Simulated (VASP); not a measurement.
# HfC (I4/mmm) in VASP: notebook

Runs on HfC. Level: PBEsol. Tasks: single point.

All numbers are computed with VASP 6.6.1; they aren't measurements. Logs are shortened: lines on timing, memory, paths and dates and some standing lists are left out, and cuts for length are marked.

### Step 1. The cell of the first run

It takes space group I4/mmm (No. 139, tetragonal). Conventional cell: a = 3.288 Å, b = 3.288 Å, c = 4.185 Å, α = 90.00°, β = 90.00°, γ = 90.00°. Within 2.8 Å of Hf (site symmetry 4/mmm) lie 6 C at 2.09 to 2.33 Å. C (site symmetry 4/mmm) has 6 Hf at 2.09 to 2.33 Å within 2.8 Å.

### Step 2. Single point, PBEsol (strain -0.1000 x Voigt [0, 1, 0, 0, 0, 0])

Input file INCAR:

```
  PREC = Accurate
  ENCUT = 520
  EDIFF = 1E-6
  ISMEAR = 0
  SIGMA = 0.15
  LREAL = F
  LASPH = T
  NELM = 60
  ALGO = Normal
  ISIF = 2
  LWAVE = F
  LCHARG = F
  GGA = PS
  NBANDS = 14
```

Input file KPOINTS:

```
regular mesh
0
Gamma
  18 18 18
```

Input file POSCAR:

```
HfC
1.0
    0.0000000000      2.0925000000      2.3250000000
    2.3250000000      0.0000000000      2.3250000000
    2.3250000000      2.0925000000      0.0000000000
Hf C
1 1
Direct
    0.5000000000      0.5000000000      0.5000000000
    0.0000000000      0.0000000000      0.0000000000
```

Potentials or basis: VASP PAW PBE potentials, release 64 (Hf_pv, C).

The run is started by

```console
cat potpaw_PBE.64/Hf_pv/POTCAR potpaw_PBE.64/C/POTCAR > POTCAR
mpirun -np 1 vasp_std > vasp.out
```

OUTCAR:

```text
PREC = Accurate
   ENCUT = 520
   EDIFF = 1E-6
   ISMEAR = 0
   LREAL = F
   LASPH = T
   NELM = 60
   ISIF = 2
   GGA = PS

 ion  position               nearest neighbor table
   1  0.500  0.500  0.500-   2 2.09   2 2.09   2 2.33   2 2.33   2 2.33   2 2.33
   2  0.000  0.000  0.000-   1 2.09   1 2.09   1 2.33   1 2.33   1 2.33   1 2.33

  LATTYP: Found a body centered tetragonal cell.
 ALAT       =     3.2880465325
 C/A-ratio  =     1.2727922061

  Lattice vectors:

 A1 = (   0.0000000000,  -2.0925000000,   2.3250000000)
 A2 = (   0.0000000000,  -2.0925000000,  -2.3250000000)
 A3 = (   2.3250000000,   2.0925000000,   0.0000000000)

Analysis of symmetry for initial positions (statically):
=====================================================================
 Subroutine PRICEL returns:
 Original cell was already a primitive cell.

 Routine SETGRP: Setting up the symmetry group for a
 body centered tetragonal supercell.

 Subroutine GETGRP returns: Found 16 space group operations
 (whereof 16 operations were pure point group operations)
 out of a pool of 16 trial point group operations.

The static configuration has the point symmetry D_4h.

Analysis of symmetry for dynamics (positions and initial velocities):
=====================================================================
 Subroutine PRICEL returns:
 Original cell was already a primitive cell.

 Routine SETGRP: Setting up the symmetry group for a
 body centered tetragonal supercell.

 Subroutine GETGRP returns: Found 16 space group operations
 (whereof 16 operations were pure point group operations)
 out of a pool of 16 trial point group operations.

The dynamic configuration has the point symmetry D_4h.

 Subroutine INISYM returns: Found 16 space group operations
 (whereof 16 operations are pure point group operations),
 and found     1 'primitive' translations

----------------------------------------------------------------------------------------

                                     Primitive cell

  volume of cell :      22.6225

  direct lattice vectors                    reciprocal lattice vectors
     0.000000000  2.092500000  2.325000000    -0.215053763  0.238948626  0.215053763
     2.325000000  0.000000000  2.325000000     0.215053763 -0.238948626  0.215053763
     2.325000000  2.092500000  0.000000000     0.215053763  0.238948626 -0.215053763

  length of vectors
     3.127967591  3.288046533  3.127967591     0.386772140  0.386772140  0.386772140

  position of ions in fractional coordinates (direct lattice)
     0.500000000  0.500000000  0.500000000
     0.000000000  0.000000000  0.000000000
[... 89 lines left out ...]
   NUPDOWN=      -1.0000    fix difference up-down
   EMIN   =  10.00;   EMAX   =-10.00  energy-range for DOS
   EFERMI =   0.00;   METHOD = LEGACY
   ISMEAR =     0;   SIGMA  =   0.15  broadening in eV -4-tet -1-fermi 0-gaus
   EFERMI_NEDOS =   21; number of points for ismear=-14 and -15
   IALGO  =     38    algorithm
   IMIX   =      4    mixing-type and parameters
     AMIX     =   0.40;   BMIX     =  1.00
     AMIX_MAG =   1.60;   BMIX_MAG =  1.00
  volume/ion in A,a.u.               =      11.31        76.33
  Fermi-wavevector in a.u.,A,eV,Ry     =   1.395095  2.636347 26.480876  1.946289
  Thomas-Fermi vector in A             =   2.518580
   LORBIT       =      0    0 simple, 1 ext, 2 COOP (PROOUT), +10 PAW based schemes
   GGA     = PS    functional components
   LHFCALC =     F    Hartree Fock is set to
   AEXX    =    0.0000 exact exchange contribution
   IVDW    =     0    specifies the selected vdW correction
   LEPSILON=     F    determine dielectric tensor
   LRPA    =     F    only Hartree local field effects (RPA)
 non-spin polarized calculation
 Gauss-broadening in eV      SIGMA  =   0.15
  energy-cutoff  :      520.00
  volume of cell :       22.62
 maximum number of plane-waves:       624
   NGX = 11   NGY = 13   NGZ = 11

 number of electron      13.9999999 magnetization

 Free energy of the ion-electron system (eV)
  ---------------------------------------------------
  ext. energy  EPLUGINS =         0.00000000
  ---------------------------------------------------
  free energy    TOTEN  =       -21.73240158 eV

  energy without entropy =      -21.72967252  energy(sigma->0) =      -21.73103705

 E-fermi :   6.6694     XC(G=0): -12.9286

 val. band max:        6.6665325791   @ k =   0.4444   0.3889   0.0556
 cond. band min:       6.6766178335   @ k =   0.3333  -0.1111   0.2778
 fundamental gap:      0.0100852545
 Fermi energy:         6.6693848340

 k-point     1 :       0.0000    0.0000    0.0000
  band No.  band energies     occupation
      1     -22.3415      2.00000
      2     -22.3277      2.00000
      3     -22.3277      2.00000
      4      -6.1929      2.00000
      5       7.4609      0.00000
      6       7.4609      0.00000
      7       7.6573      0.00000
      8       7.6573      0.00000
      9       8.3465      0.00000
     10       8.9042      0.00000
     11       9.5451      0.00000
     12      10.0636      0.00000
     13      16.0827      0.00000
     14      18.0282      0.00000
[... 377 lines left out ...]
      1     -22.8610      2.00000
      2     -22.4328      2.00000
      3     -22.3395      2.00000
      4      -4.4659      2.00000
      5       3.4382      2.00000
      6       4.4453      2.00000
      7       4.7129      2.00000
      8       9.5707      0.00000
      9       9.8581      0.00000
     10      10.5842      0.00000
     11      13.1224      0.00000
     12      14.8853      0.00000
     13      18.9173      0.00000
     14      21.0896      0.00000

 [... further k-points ...]

------------------------ aborting loop because EDIFF is reached ----------------------------------------

  FORCE on cell =-STRESS in cart. coord.  units (eV):
  Direction    XX          YY          ZZ          XY          YZ          ZX
  --------------------------------------------------------------------------------------
  -------------------------------------------------------------------------------------
  Total        0.6262136     10.9849747      0.6262136      0.0000000     -0.0000000      0.0000000
  in kB       44.3498044    777.9797048     44.3498044      0.0000000     -0.0000000      0.0000000
  external PRESSURE =     288.8931045 kB  Pullay stress =       0.0000000 kB

 VOLUME and BASIS-vectors are now :
 -----------------------------------------------------------------------------
  energy-cutoff  :      520.00
  volume of cell :       22.62
      direct lattice vectors                 reciprocal lattice vectors
     0.000000000  2.092500000  2.325000000    -0.215053763  0.238948626  0.215053763
     2.325000000  0.000000000  2.325000000     0.215053763 -0.238948626  0.215053763
     2.325000000  2.092500000  0.000000000     0.215053763  0.238948626 -0.215053763

 POSITION                                       TOTAL-FORCE (eV/Angst)
 -----------------------------------------------------------------------------------
      2.32500      2.09250      2.32500        -0.000000      0.000000      0.000000
      0.00000      0.00000      0.00000         0.000000     -0.000000     -0.000000
 -----------------------------------------------------------------------------------
    total drift:                                0.000000     -0.000000     -0.000000

  FREE ENERGIE OF THE ION-ELECTRON SYSTEM (eV)
  ---------------------------------------------------
  free  energy   TOTEN  =       -21.7324015798 eV

  energy  without entropy=      -21.7296725152  energy(sigma->0) =      -21.73103705
```

OSZICAR:

```text
N       E                     dE             d eps       ncg     rms          rms(c)
DAV:   1     0.237488152247E+02    0.23749E+02   -0.77932E+03 13464   0.996E+02
DAV:   2    -0.231606803399E+02   -0.46909E+02   -0.44061E+02 17248   0.206E+02
DAV:   3    -0.246022684995E+02   -0.14416E+01   -0.14371E+01 16128   0.262E+01
DAV:   4    -0.246078596045E+02   -0.55911E-02   -0.55906E-02 16168   0.199E+00
DAV:   5    -0.246078922348E+02   -0.32630E-04   -0.32629E-04 16286   0.135E-01    0.742E+01
DAV:   6    -0.217667637956E+02    0.28411E+01   -0.10643E+01 15840   0.175E+01    0.494E+01
DAV:   7    -0.217427253329E+02    0.24038E-01   -0.55461E-01 17124   0.490E+00    0.231E+01
DAV:   8    -0.217353278883E+02    0.73974E-02   -0.31331E-02 16116   0.132E+00    0.328E+00
DAV:   9    -0.217327420311E+02    0.25859E-02   -0.12918E-02 15852   0.598E-01    0.152E+00
DAV:  10    -0.217324071222E+02    0.33491E-03   -0.10004E-03 16800   0.234E-01    0.150E-01
DAV:  11    -0.217324027249E+02    0.43973E-05   -0.61021E-05 15906   0.626E-02    0.890E-02
DAV:  12    -0.217324015940E+02    0.11309E-05   -0.31004E-06 16902   0.120E-02    0.424E-03
DAV:  13    -0.217324015798E+02    0.14248E-07   -0.21449E-07 10146   0.354E-03
   1 F= -.21732402E+02 E0= -.21731037E+02  d E =-.272906E-02
```

stdout:

```text
POSCAR found type information on POSCAR HfC
 POSCAR found :  2 types and       2 ions
 scaLAPACK will be used
 -----------------------------------------------------------------------------
|                                                                             |
|                                                                             |
|     You enforced a specific xc type in the INCAR file but a different       |
|     I HOPE YOU KNOW WHAT YOU ARE DOING!                                     |
|                                                                             |
 -----------------------------------------------------------------------------

 LDA part: xc-table for (Slater+PW92), standard interpolation
 POSCAR, INCAR and KPOINTS ok, starting setup
 FFT: planning ... GRIDC
 FFT: planning ... GRID_SOFT
 FFT: planning ... GRID
 WAVECAR not read
 entering main loop
```

Wall time 2.7 min (1 thread of Intel Xeon 8259CL, shared host); peak memory 0.28 GiB.

Results:

```
Free energy            : -21.7324 eV
Pressure               : 28.9 GPa
Band gap on the k mesh : zero (bands 7 and 8 overlap by 2.03 eV)
```

Caveat: the cell differs from its parent crystal (strain -0.1000 x Voigt [0, 1, 0, 0, 0, 0]); the stress differs along the axes, from 4 to 78 GPa; the PAW data sets were made with another functional, which shifts forces and pressure a little; spin-orbit coupling is left out, which moves the levels of the heavy elements.

### Step 3. Single point, PBEsol (strain -0.0750 x Voigt [0, 1, 0, 0, 0, 0])

Input file INCAR:

```
SYSTEM = HfC
  PREC = Accurate
  ENCUT = 520
  EDIFF = 1E-6
  ISMEAR = 0
  SIGMA = 0.15
  LREAL = .False.
  LASPH = .True.
  NELM = 100
  ALGO = Normal
  ISIF = 2
  LWAVE = .False.
  LCHARG = .True.
  GGA = PS
  LELF = .True.
  LVHAR = .True.
  NBANDS = 14
```

Input file KPOINTS:

```
Automatic mesh
0
Gamma
  18 18 18
  0 0 0
```

Input file POSCAR:

```
HfC
1.0
    0.0000000000      2.1506250000      2.3250000000
    2.3250000000      0.0000000000      2.3250000000
    2.3250000000      2.1506250000      0.0000000000
Hf C
1 1
Direct
    0.5000000000      0.5000000000      0.5000000000
    0.0000000000      0.0000000000      0.0000000000
```

Potentials or basis: VASP PAW PBE potentials, release 64 (Hf_pv, C).

The run is started by

```console
cat potpaw_PBE.64/Hf_pv/POTCAR potpaw_PBE.64/C/POTCAR > POTCAR
mpirun -np 1 vasp_std > vasp.out
```

It took 2.4 min on 1 thread of Intel Xeon 8259CL, shared host; peak memory 0.27 GiB.

It converged, with:

```yaml
Free_energy: -21.9781 eV
Pressure: 17.0 GPa
Band_gap_on_the_k_mesh: zero (bands 7 and 8 overlap by 2.05 eV)
```

Stress tensor (GPa, compression positive):
```
 1.26  0.00  0.00
 0.00 48.43  0.00
 0.00  0.00  1.26
```

Levels at points of the mesh, in eV from the Fermi level:
| k point | band 3 | band 4 | band 5 | band 6 | band 7 | band 8 | band 9 | band 10 | band 11 | band 12 |
| --- | --- | --- | --- | --- | --- | --- | --- | --- | --- | --- |
| (0.00, 0.00, 0.00) | -29.11 | -12.71 | 0.87 | 0.87 | 1.08 | 1.08 | 1.45 | 1.98 | 3.02 | 3.55 |
| (0.50, 0.00, 0.00) | -29.16 | -8.35 | -6.56 | -3.43 | -3.28 | 5.35 | 6.18 | 6.46 | 6.83 | 11.47 |
| (0.50, 0.50, 0.00) | -29.35 | -10.82 | -2.80 | -2.03 | -0.06 | 0.46 | 5.39 | 6.82 | 7.76 | 9.33 |
| (0.50, 0.00, 0.50) | -29.52 | -10.71 | -2.26 | -1.76 | -0.34 | -0.34 | 5.84 | 7.29 | 7.29 | 9.24 |

Caveat: the cell differs from its parent crystal (strain -0.0750 x Voigt [0, 1, 0, 0, 0, 0]); the stress differs along the axes, from 1 to 48 GPa; the PAW data sets were made with another functional, which shifts forces and pressure a little; spin-orbit coupling is left out, which moves the levels of the heavy elements.

### Step 4. Single point, PBEsol (strain -0.0500 x Voigt [0, 1, 0, 0, 0, 0])

Input file INCAR:

```
SYSTEM = HfC
  PREC = Accurate
  ENCUT = 520
  EDIFF = 1E-7
  ISMEAR = 0
  SIGMA = 0.15
  LREAL = .FALSE.
  LASPH = .TRUE.
  NELM = 100
  ALGO = Normal
  ISIF = 2
  LWAVE = .FALSE.
  LCHARG = .TRUE.
  GGA = PS
  LELF = .TRUE.
  LVHAR = .TRUE.
  NBANDS = 14
```

Input file KPOINTS:

```
Automatic mesh
0
G
  18 18 18
  0 0 0
```

Input file POSCAR:

```
HfC
1.0
    0.0000000000      2.2087500000      2.3250000000
    2.3250000000      0.0000000000      2.3250000000
    2.3250000000      2.2087500000      0.0000000000
Hf C
1 1
Direct
    0.5000000000      0.5000000000      0.5000000000
    0.0000000000      0.0000000000      0.0000000000
```

The run is started by

```console
cat potpaw_PBE.64/Hf_pv/POTCAR potpaw_PBE.64/C/POTCAR > POTCAR
mpirun -np 1 vasp_std > vasp.out
```

Wall time 3.1 min (1 thread of Intel Xeon 8259CL, shared host); peak memory 0.28 GiB.

The run converged. Its results:

| Quantity | Value |
| --- | --- |
| Free energy | -22.1207 eV |
| Pressure | 7.2 GPa |
| Band gap on the k mesh | zero (bands 7 and 8 overlap by 1.95 eV) |

Stress tensor (GPa, compression positive):
```
-1.71  0.00  0.00
 0.00 25.16  0.00
 0.00  0.00 -1.71
```

Levels at points of the mesh, in eV from the Fermi level:
```
           k point  band 4  band 5  band 6  band 7  band 8  band 9  band 10  band 11
(0.00, 0.00, 0.00)  -12.56    0.94    0.94    1.17    1.17    1.27     1.75     3.15
(0.50, 0.00, 0.00)   -8.42   -6.42   -3.26   -3.16    5.34    5.85     6.18     6.74
(0.50, 0.50, 0.00)  -10.65   -2.73   -1.96   -0.05    0.24    5.43     6.79     7.42
(0.50, 0.00, 0.50)  -10.57   -2.10   -2.09   -0.24   -0.24    5.64     7.11     7.11
```

Caveat: the cell differs from its parent crystal (strain -0.0500 x Voigt [0, 1, 0, 0, 0, 0]); the stress differs along the axes, from -2 to 25 GPa; the PAW data sets were made with another functional, which shifts forces and pressure a little; spin-orbit coupling is left out, which moves the levels of the heavy elements.

### Step 5. Overview

| cell | gap on the mesh (eV) | pressure (GPa) |
| --- | --- | --- |
| a = 3.128, b = 3.288 Å, angles 58.3, 63.4, 58.3°, 2 atoms | none | 28.9 |
| a = 3.167, b = 3.288 Å, angles 58.7, 62.5, 58.7°, 2 atoms | none | 17.0 |
| a = 3.207, b = 3.288 Å, angles 59.2, 61.7, 59.2°, 2 atoms | none | 7.2 |

Alike in all rows: task single point; level PBEsol; potentials or basis VASP PAW PBE potentials, release 64 (Hf_pv, C); no spin polarisation; k mesh 18 × 18 × 18; cutoff (eV) 520; smearing gaussian 0.15 eV.

Caveats: the PAW data sets were made with another functional, which shifts forces and pressure a little; spin-orbit coupling is left out, which moves the levels of the heavy elements; the stress differs along the axes, from 4 to 78 GPa (at least some runs); the stress differs along the axes, from 1 to 48 GPa (at least some runs); the stress differs along the axes, from -2 to 25 GPa (at least some runs).

Absolute energies hang on the potentials; compare differences alone.

The gap in the log of VASP goes by the Fermi energy; the results here count the filled bands.